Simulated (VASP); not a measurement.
A run of VASP 6.6.1 is set up as follows.

POSCAR

```
Mn
1.0
   -1.3948927939      1.3948927939      1.3948927939
    1.3948927939     -1.3948927939      1.3948927939
    1.3948927939      1.3948927939     -1.3948927939
Mn
1
Direct
    0.0000000000      0.0000000000      0.0000000000
```

INCAR.step1

```
ALGO     = Normal         # electronic algorithm
EDIFF    = 1E-4           # SCF threshold, eV
ENCUT    = 520            # plane-wave cutoff, eV
GGA      = PE             # functional
ISMEAR   = 0              # smearing method
ISPIN    = 2              # spin polarisation
LASPH    = True           # aspherical terms in the spheres
LCHARG   = False          # write CHGCAR
LMAXMIX  = 4              # l up to which the mixer works
LREAL    = False          # projectors in reciprocal space
LWAVE    = True           # write WAVECAR
MAGMOM   = 1.22           # initial moments
NBANDS   = 16             # bands
NELM     = 150            # most SCF steps
PREC     = Accurate       # precision mode
SIGMA    = 0.05           # smearing width, eV
```

Contents of INCAR.step2:

```
ALGO     = Normal         # electronic algorithm
EDIFF    = 1E-6           # SCF threshold, eV
ENCUT    = 520            # plane-wave cutoff, eV
ISIF     = 2              # what is computed and relaxed
ISMEAR   = 0              # smearing method
ISPIN    = 2              # spin polarisation
ISTART   = 1            
LASPH    = True           # aspherical terms in the spheres
LCHARG   = True           # write CHGCAR
LELF     = True           # ELF
LMAXMIX  = 4              # l up to which the mixer works
LMIXTAU  = True         
LORBIT   = 11             # projections on sites
LREAL    = False          # projectors in reciprocal space
LVHAR    = True         
LWAVE    = False          # write WAVECAR
MAGMOM   = 1.22           # initial moments
METAGGA  = R2SCAN         # meta-GGA
NBANDS   = 16             # bands
NELM     = 150            # most SCF steps
PREC     = Accurate       # precision mode
SIGMA    = 0.05           # smearing width, eV
```

KPOINTS

```
k-points
0
Gamma
  20 20 20
```

Potentials or basis: VASP PAW PBE potentials, release 64 (Mn_pv).

Launch:

```console
$ cat potpaw_PBE.64/Mn_pv/POTCAR > POTCAR
$ cp INCAR.step1 INCAR
$ mpirun -np 1 vasp_std > vasp.out
$ cp INCAR.step2 INCAR
$ mpirun -np 1 vasp_std > vasp.out
```

(1) Predict the site moments.

(2) What does it give for the net moment?

(3) Predict the pressure.

Answers

(1) Mn +1.11 μB.

(2) 1.08 μB per cell.

(3) -1.5 GPa.

Caveat: the PAW data sets were made with another functional, which shifts forces and pressure a little.
